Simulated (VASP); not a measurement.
Wanted: the native input for a VASP 6.6.1 run.

```
Task                   : single point
Functional             : PBEsol
Potentials or basis    : VASP PAW PBE potentials, release 64 (Ta_pv, N)
Cutoff                 : 520 eV
k mesh                 : 24 × 24 × 24
Occupations            : gaussian, width 0.15 eV
Spin                   : no spin polarisation
Dipole correction      : no
Further INCAR settings : ALGO = Normal; EDIFF = 1e-06; NBANDS = 15
```

The structure of TaN lies in POSCAR:

```
TaN
1.0
    3.1497717156      0.0000000000      0.0000000000
   -1.5748858578      2.7277823218      0.0000000000
    0.0000000000      0.0000000000      2.4739180876
Ta N
1 1
Direct
    0.3333333333      0.6666666667      0.5000000000
    0.0000000000      0.0000000000      0.0000000000
```

This cell differs from its parent crystal: ratio of the length along z to the lengths across it x 0.8, volume and fractional coordinates fixed.

These files were run (other wordings do the same):

INCAR

```
SYSTEM = TaN
PREC = Accurate
ENCUT = 520
EDIFF = 1E-6
ISMEAR = 0
SIGMA = 0.15
LREAL = .False.
LASPH = .True.
NELM = 80
ALGO = Normal
ISIF = 2
LWAVE = .False.
LCHARG = .True.
GGA = PS
LELF = .True.
LVHAR = .True.
NBANDS = 15
```

KPOINTS

```
regular mesh
0
Gamma
  24 24 24
  0 0 0
```

Potentials or basis: VASP PAW PBE potentials, release 64 (Ta_pv, N).

The run is started by

```console
$ cat potpaw_PBE.64/Ta_pv/POTCAR potpaw_PBE.64/N/POTCAR > POTCAR
$ mpirun -np 1 vasp_std > vasp.out
```

It gave:

* Pressure: 20.6 GPa
* Band gap on the k mesh: zero (band 8 reaches 8.70 eV, above the bottom of band 9 at 7.44 eV)

Caveat: the PAW data sets were made with another functional, which shifts forces and pressure a little; spin-orbit coupling is left out, which moves the levels of the heavy elements.

It took 3.1 min on 1 thread of Intel(R) Xeon(R) Platinum 8259CL CPU @ 2.50GHz (Skylake/Cascade Lake) (shared host), peak memory 0.35 GiB.
